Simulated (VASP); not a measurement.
Here is a VASP 6.6.1 calculation.

INCAR

```
  ALGO = Normal
  DIPOL = 0.5 0.5 0.470
  EDIFF = 1E-6
  ENCUT = 520
  GGA = PE
  IDIPOL = 3
  ISIF = 2
  ISMEAR = 0
  IVDW = 12
  LASPH = T
  LCHARG = F
  LDIPOL = T
  LREAL = F
  LWAVE = F
  NBANDS = 44
  NELM = 80
  PREC = Accurate
  SIGMA = 0.1
```

KPOINTS

```
k-points
0
Gamma
  5 6 1
```

File POSCAR:

```
BP12
1.0
    6.6450486461      0.0000000000      0.0000000000
   -1.6612621615      5.0957604091      0.0000000000
    0.0000000000      0.0000000000     24.6510746694
P B
12 1
Direct
    0.4468098277      0.7872393108      0.3448125534
    0.9468098277      0.7872393108      0.3448125534
    0.1968098277      0.7872393108      0.4050214038
    0.6968098277      0.7872393108      0.4050214038
    0.3031901723      0.2127606892      0.4293293920
    0.8031901723      0.2127606892      0.4293293920
    0.0549828613      0.2200922244      0.4891644768
    0.5591352382      0.2375285803      0.4876409867
    0.4033408918      0.5793308737      0.5454331907
    0.9595626674      0.8181970187      0.5229965264
    0.2366007053      0.8579770581      0.5827424395
    0.7006746901      0.8558884576      0.5830470493
    0.4951970334     -0.0361663601      0.5383826731
```

Potentials or basis: VASP PAW PBE potentials, release 64 (P, B).

Command:

```sh
$ cat potpaw_PBE.64/P/POTCAR potpaw_PBE.64/B/POTCAR > POTCAR
$ mpirun -np 1 vasp_std > vasp.out
```

Q: Estimate the dispersion energy per atom.

A: -0.244 eV.

Q: What does it give for the largest force?

A: 0.902 eV/Å.

Forces on the atoms (eV/Å):
```
P   -0.019 -0.150  0.870
P    0.002 -0.102  0.896
P   -0.004  0.132 -0.713
P   -0.014 -0.007 -0.889
P   -0.091 -0.003 -0.033
P    0.124  0.142 -0.031
P   -0.004 -0.045 -0.034
P    0.006 -0.028 -0.049
P    0.001  0.087  0.049
P   -0.002  0.039  0.023
P    0.019 -0.025 -0.047
P   -0.020 -0.023 -0.055
B    0.003 -0.017  0.014
```
